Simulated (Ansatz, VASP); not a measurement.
## One calculation of TaN, two programs

The input INCAR:

```
SYSTEM = TaN
ALGO = Normal
EDIFF = 1E-7
ENCUT = 520
GGA = PE
ISIF = 2
ISMEAR = 0
LASPH = .TRUE.
LCHARG = .FALSE.
LREAL = .FALSE.
LWAVE = .FALSE.
NBANDS = 15
NELM = 80
PREC = Accurate
SIGMA = 0.15
```

KPOINTS

```
k-points
0
G
  24 24 22
  0 0 0
```

Contents of POSCAR:

```
TaN
1.0
    2.9025927336      0.0000000000      0.0000000000
   -1.4512963668      2.5137190442      0.0000000000
    0.0000000000      0.0000000000      2.9935764343
Ta N
1 1
Direct
    0.3333333333      0.6666666667      0.5000000000
    0.0000000000      0.0000000000      0.0000000000
```

Input for Ansatz:

```yaml
crystal:
  lattice:
    - [2.9025927336, 0.0, 0.0]
    - [-1.4512963668, 2.5137190442, 0.0]
    - [0.0, 0.0, 2.9935764343]
  atoms:
    - { symbol: Ta, position: [0.3333333333, 0.6666666667, 0.5] }
    - { symbol: "N", position: [0.0, 0.0, 0.0] }
basis:
  ecutwfc: 420
kpoints:
  mp_grid: { grid: [24, 24, 22] }
hamiltonian:
  xc: pbe
scf:
  occupations: { method: gaussian, width: 0.15 }
output:
  forces: true
  stress: true
  eigenvalues: true
```

Alike in both runs: task single point; functional PBE; k mesh 24 × 24 × 22; occupations gaussian, width 0.15 eV; no spin polarisation.

```csv
,VASP,Ansatz
version,VASP 6.6.1,Ansatz 0.2.0
potentials or method,"VASP PAW PBE potentials, release 64 (Ta_pv, N), cutoff 520 eV","scalar-relativistic, plane waves, PAW"
valence electrons in the cell,16,18
```

```tsv
	VASP	Ansatz	Ansatz less VASP
gap on the k mesh at the Fermi level (eV)	none	none	-
pressure (GPa)	-0.1	-0.7	-0.64
traceless stress, the component that is largest in VASP (GPa)	-19.96	-20.06	-0.099
```

A gap of «none» marks a metal or a gap that the smearing closes. VASP's potentials hold 16 valence electrons a cell and Ansatz's 18, so a difference there can come from the potentials and not from the codes.

Neither program's run includes spin-orbit coupling.
